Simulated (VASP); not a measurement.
# TiN (Fm-3m) in VASP: a series of runs, part 2 of 2

VASP 6.6.1. The steps go on from the part before.

## Step 5: Single point, PBEsol, collinear spin (8.54 Å³/atom)

This run uses another cell than the first one, of 8.54 Å³/atom.

File INCAR:

```
PREC     = Accurate       # precision mode
ENCUT    = 520            # plane-wave cutoff, eV
EDIFF    = 1E-6           # SCF threshold, eV
ISMEAR   = 0              # smearing method
SIGMA    = 0.15           # smearing width, eV
LREAL    = False          # projectors in reciprocal space
LASPH    = True           # aspherical terms in the spheres
NELM     = 150            # most SCF steps
ALGO     = Normal         # electronic algorithm
ISIF     = 2              # what is computed and relaxed
LWAVE    = False          # write WAVECAR
LCHARG   = True           # write CHGCAR
ISPIN    = 2              # spin polarisation
MAGMOM   = 0.5 0          # initial moments
LORBIT   = 11             # projections on sites
NUPDOWN  = 0.5            # fixed moment
LMAXMIX  = 4              # l up to which the mixer works
GGA      = PS             # functional
LELF     = True           # ELF
LVHAR    = True         
NBANDS   = 20             # bands
```

File KPOINTS:

```
Automatic mesh
0
Gamma
  20 20 20
```

File POSCAR:

```
TiN
1.0
    0.0000000000      2.0443429201      2.0443429201
    2.0443429201      0.0000000000      2.0443429201
    2.0443429201      2.0443429201      0.0000000000
Ti N
1 1
Direct
    0.0000000000      0.0000000000      0.0000000000
    0.5000000000      0.5000000000      0.5000000000
```

Potentials or basis: VASP PAW PBE potentials, release 64 (Ti_sv, N).

On the command line:

```console
$ cat potpaw_PBE.64/Ti_sv/POTCAR potpaw_PBE.64/N/POTCAR > POTCAR
$ mpirun -np 1 vasp_std > vasp.out
```

OUTCAR:

```text
PREC = Accurate
   ENCUT = 520
   EDIFF = 1E-6
   ISMEAR = 0
   LREAL = False
   LASPH = True
   NELM = 150
   ISIF = 2
   ISPIN = 2
   LORBIT = 11
   NUPDOWN = 0.5
   GGA = PS

 ion  position               nearest neighbor table
   1  0.000  0.000  0.000-   2 2.04   2 2.04   2 2.04   2 2.04   2 2.04   2 2.04
   2  0.500  0.500  0.500-   1 2.04   1 2.04   1 2.04   1 2.04   1 2.04   1 2.04

  LATTYP: Found a face centered cubic cell.
 ALAT       =     4.0886858402

  Lattice vectors:

 A1 = (   0.0000000000,   2.0443429201,   2.0443429201)
 A2 = (   2.0443429201,   0.0000000000,   2.0443429201)
 A3 = (   2.0443429201,   2.0443429201,   0.0000000000)

Analysis of symmetry for initial positions (statically):
=====================================================================
 Subroutine PRICEL returns:
 Original cell was already a primitive cell.

 Routine SETGRP: Setting up the symmetry group for a
 face centered cubic supercell.

 Subroutine GETGRP returns: Found 48 space group operations
 (whereof 48 operations were pure point group operations)
 out of a pool of 48 trial point group operations.

The static configuration has the point symmetry O_h .

Analysis of symmetry for dynamics (positions and initial velocities):
=====================================================================
 Subroutine PRICEL returns:
 Original cell was already a primitive cell.

 Routine SETGRP: Setting up the symmetry group for a
 face centered cubic supercell.

 Subroutine GETGRP returns: Found 48 space group operations
 (whereof 48 operations were pure point group operations)
 out of a pool of 48 trial point group operations.

The dynamic configuration has the point symmetry O_h .

Analysis of structural, dynamic, and magnetic symmetry:
=====================================================================
 Subroutine PRICEL returns:
 Original cell was already a primitive cell.

 Routine SETGRP: Setting up the symmetry group for a
 face centered cubic supercell.

 Subroutine GETGRP returns: Found 48 space group operations
 (whereof 48 operations were pure point group operations)
 out of a pool of 48 trial point group operations.

The overall configuration has the point symmetry O_h .

 Subroutine INISYM returns: Found 48 space group operations
 (whereof 48 operations are pure point group operations),
 and found     1 'primitive' translations

----------------------------------------------------------------------------------------

                                     Primitive cell

  volume of cell :      17.0880

  direct lattice vectors                    reciprocal lattice vectors
     0.000000000  2.044342920  2.044342920    -0.244577363  0.244577363  0.244577363
     2.044342920  0.000000000  2.044342920     0.244577363 -0.244577363  0.244577363
     2.044342920  2.044342920  0.000000000     0.244577363  0.244577363 -0.244577363

  length of vectors
     2.891137484  2.891137484  2.891137484     0.423620419  0.423620419  0.423620419

  position of ions in fractional coordinates (direct lattice)
     0.000000000  0.000000000  0.000000000
     0.500000000  0.500000000  0.500000000

  ion indices of the primitive-cell ions
[... 66 lines left out ...]
   PREC   = accura    normal or accurate (medium, high low for compatibility)
   ISTART =      0    job   : 0-new  1-cont  2-samecut
   ICHARG =      2    charge: 1-file 2-atom 10-const
   ISPIN  =      2    spin polarized calculation?
   LNONCOLLINEAR =      F non collinear calculations
   LSORBIT =      F    spin-orbit coupling
   LASPH  =      T    aspherical Exc in radial PAW
   ENCUT  =  520.0 eV  38.22 Ry    6.18 a.u.   5.38  5.38  5.38*2*pi/ulx,y,z
   NELM   =    150;   NELMIN=  2; NELMDL= -5     # of ELM steps
   EDIFF  = 0.1E-05   stopping-criterion for ELM
   LREAL  =      F    real-space projection
   EDIFFG = 0.1E-04   stopping-criterion for IOM
   NSW    =      0    number of steps for IOM
   IBRION =     -1    ionic relax: 0-MD 1-quasi-New 2-CG
   NFREE  =      0    steps in history (QN), initial steepest desc. (CG)
   ISIF   =      2    stress and relaxation
   ISYM   =      2    0-nonsym 1-usesym 2-fastsym
   POTIM  = 0.5000    time-step for ionic-motion
   TEBEG  =    0.0;   TEEND  =   0.0 temperature during run
   PSTRESS=    0.0 pullay stress
   NELECT =      17.0000    total number of electrons
   NUPDOWN=       0.5000    fix difference up-down
   EMIN   =  10.00;   EMAX   =-10.00  energy-range for DOS
   EFERMI =   0.00;   METHOD = LEGACY
   ISMEAR =     0;   SIGMA  =   0.15  broadening in eV -4-tet -1-fermi 0-gaus
   EFERMI_NEDOS =   21; number of points for ismear=-14 and -15
   IALGO  =     38    algorithm
   IMIX   =      4    mixing-type and parameters
     AMIX     =   0.40;   BMIX     =  1.00
     AMIX_MAG =   1.60;   BMIX_MAG =  1.00
  volume/ion in A,a.u.               =       8.54        57.66
  Fermi-wavevector in a.u.,A,eV,Ry     =   1.634283  3.088348 36.339563  2.670883
  Thomas-Fermi vector in A             =   2.725948
   LORBIT       =     11    0 simple, 1 ext, 2 COOP (PROOUT), +10 PAW based schemes
   GGA     = PS    functional components
   LHFCALC =     F    Hartree Fock is set to
   AEXX    =    0.0000 exact exchange contribution
   IVDW    =     0    specifies the selected vdW correction
   LEPSILON=     F    determine dielectric tensor
   LRPA    =     F    only Hartree local field effects (RPA)
 spin polarized calculation
 Gauss-broadening in eV      SIGMA  =   0.15
  energy-cutoff  :      520.00
  volume of cell :       17.09
 maximum number of plane-waves:       477
 NGX is ok and might be reduce to    24
   NGX = 11   NGY = 11   NGZ = 11

 number of electron      17.0000003 magnetization       0.5000000

 Free energy of the ion-electron system (eV)
  ---------------------------------------------------
  ext. energy  EPLUGINS =         0.00000000
  ---------------------------------------------------
  free energy    TOTEN  =       -20.51946880 eV

  energy without entropy =      -20.51232318  energy(sigma->0) =      -20.51589599

 E-fermi :  12.2406     XC(G=0): -13.8354

 val. band max:       13.3105906022   @ k =  -0.2500   0.1500   0.0000
 cond. band min:      12.2418649001   @ k =   0.4000   0.2000   0.0000
 fundamental gap:     -1.0687257021
 Fermi energy:        13.3141186674

 spin component 1

 k-point     1 :       0.0000    0.0000    0.0000
  band No.  band energies     occupation
      1     -44.7236      1.00000
      2     -20.7050      1.00000
      3     -20.7050      1.00000
      4     -20.7050      1.00000
      5      -4.9146      1.00000
      6      10.6619      1.00000
[... 541 lines left out ...]
     19      38.1682      0.00000
     20      40.1810      0.00000

 [... further k-points ...]

 spin component 2

 k-point     1 :       0.0000    0.0000    0.0000
  band No.  band energies     occupation
      1     -44.3690      1.00000
      2     -20.3483      1.00000
      3     -20.3483      1.00000
      4     -20.3483      1.00000
      5      -4.7743      1.00000
      6      10.7593      1.00000
[... 541 lines left out ...]
     19      38.4094      0.00000
     20      40.4174      0.00000

 [... further k-points ...]

------------------------ aborting loop because EDIFF is reached ----------------------------------------

  FORCE on cell =-STRESS in cart. coord.  units (eV):
  Direction    XX          YY          ZZ          XY          YZ          ZX
  --------------------------------------------------------------------------------------
  -------------------------------------------------------------------------------------
  Total        3.4803777      3.4803777      3.4803777      0.0000000     -0.0000000      0.0000000
  in kB      326.3215261    326.3215261    326.3215261      0.0000000     -0.0000000      0.0000000
  external PRESSURE =     326.3215261 kB  Pullay stress =       0.0000000 kB

 VOLUME and BASIS-vectors are now :
 -----------------------------------------------------------------------------
  energy-cutoff  :      520.00
  volume of cell :       17.09
      direct lattice vectors                 reciprocal lattice vectors
     0.000000000  2.044342920  2.044342920    -0.244577363  0.244577363  0.244577363
     2.044342920  0.000000000  2.044342920     0.244577363 -0.244577363  0.244577363
     2.044342920  2.044342920  0.000000000     0.244577363  0.244577363 -0.244577363

 POSITION                                       TOTAL-FORCE (eV/Angst)
 -----------------------------------------------------------------------------------
      0.00000      0.00000      0.00000         0.000000      0.000000      0.000000
      2.04434      2.04434      2.04434        -0.000000      0.000000     -0.000000
 -----------------------------------------------------------------------------------
    total drift:                                0.000000     -0.000000     -0.000000

  FREE ENERGIE OF THE ION-ELECTRON SYSTEM (eV)
  ---------------------------------------------------
  free  energy   TOTEN  =       -20.5194687957 eV

  energy  without entropy=      -20.5123231844  energy(sigma->0) =      -20.51589599

 total charge

# of ion       s       p       d       tot
------------------------------------------
    1        2.212   6.300   2.129  10.641
    2        1.251   2.565   0.000   3.816
--------------------------------------------------
tot          3.463   8.865   2.129  14.457

 magnetization (x)

# of ion       s       p       d       tot
------------------------------------------
    1        0.004   0.003   0.369   0.376
    2        0.000   0.034   0.000   0.034
--------------------------------------------------
tot          0.004   0.037   0.369   0.410
```

It took 3.7 min on 1 thread of Intel Xeon 8259CL, shared host; peak memory 0.26 GiB.

What came out:

```
Free energy                                           : -20.5195 eV
Pressure                                              : 32.6 GPa
Net moment                                            : 0.50 μB per cell
Site moments                                          : Ti +0.38; N +0.03 μB
Valence electrons inside the program's atomic spheres : Ti 10.64; N 3.82
```

Caveat: the cell stands under pressure; the PAW data sets were made with another functional, which shifts forces and pressure a little; the total moment is fixed, so each spin has its own Fermi level and the state may be an excited one.

## Step 6: Single point, PBEsol, collinear spin (8.54 Å³/atom)

This run uses another cell than the first one, of 8.54 Å³/atom.

File INCAR:

```
  ALGO = Normal
  EDIFF = 1E-6
  ENCUT = 520
  GGA = PS
  ISIF = 2
  ISMEAR = 0
  ISPIN = 2
  LASPH = True
  LCHARG = True
  LELF = True
  LMAXMIX = 4
  LORBIT = 11
  LREAL = False
  LVHAR = True
  LWAVE = False
  MAGMOM = 0.75 0
  NBANDS = 20
  NELM = 150
  NUPDOWN = 0.75
  PREC = Accurate
  SIGMA = 0.15
```

File KPOINTS:

```
k-points
0
Gamma
  20 20 20
```

POSCAR is that of step 5.

Potentials or basis: VASP PAW PBE potentials, release 64 (Ti_sv, N).

On the command line:

```console
$ cat potpaw_PBE.64/Ti_sv/POTCAR potpaw_PBE.64/N/POTCAR > POTCAR
$ mpirun -np 1 vasp_std > vasp.out
```

Run time: 5 min. Hardware: 1 thread of Intel Xeon 8259CL, shared host; peak memory 0.26 GiB.

The run converged. Its results:

```
Free energy                                           : -20.3403 eV
Pressure                                              : 35.6 GPa
Net moment                                            : 0.75 μB per cell
Site moments                                          : Ti +0.56; N +0.06 μB
Valence electrons inside the program's atomic spheres : Ti 10.65; N 3.82
```

Caveat: the cell stands under pressure; the PAW data sets were made with another functional, which shifts forces and pressure a little; the total moment is fixed, so each spin has its own Fermi level and the state may be an excited one.

## Step 7: Summary

| fixed moment (μB) | cell | pressure (GPa) | moment (μB) |
| --- | --- | --- | --- |
| 0.125 | a = 3.012 Å, angles 60.0°, 2 atoms | -10.2 | 0.12 |
| 0.625 | a = 3.012 Å, angles 60.0°, 2 atoms | -7.4 | 0.62 |
| 0.75 | a = 3.050 Å, angles 60.0°, 2 atoms | -15.1 | 0.75 |
| 0.5 | a = 2.891 Å, angles 60.0°, 2 atoms | 32.6 | 0.50 |
| 0.75 | a = 2.891 Å, angles 60.0°, 2 atoms | 35.6 | 0.75 |

Alike in all rows: task single point; level PBEsol; potentials or basis VASP PAW PBE potentials, release 64 (Ti_sv, N); spin collinear; k mesh 20 × 20 × 20; cutoff (eV) 520; smearing gaussian 0.15 eV.

Caveats: the PAW data sets were made with another functional, which shifts forces and pressure a little; the total moment is fixed, so each spin has its own Fermi level and the state may be an excited one; the cell stands under tension (at least some runs); the cell stands under pressure (at least some runs).

Total energies depend on the potentials used, so only differences within one code and one set of settings carry meaning.
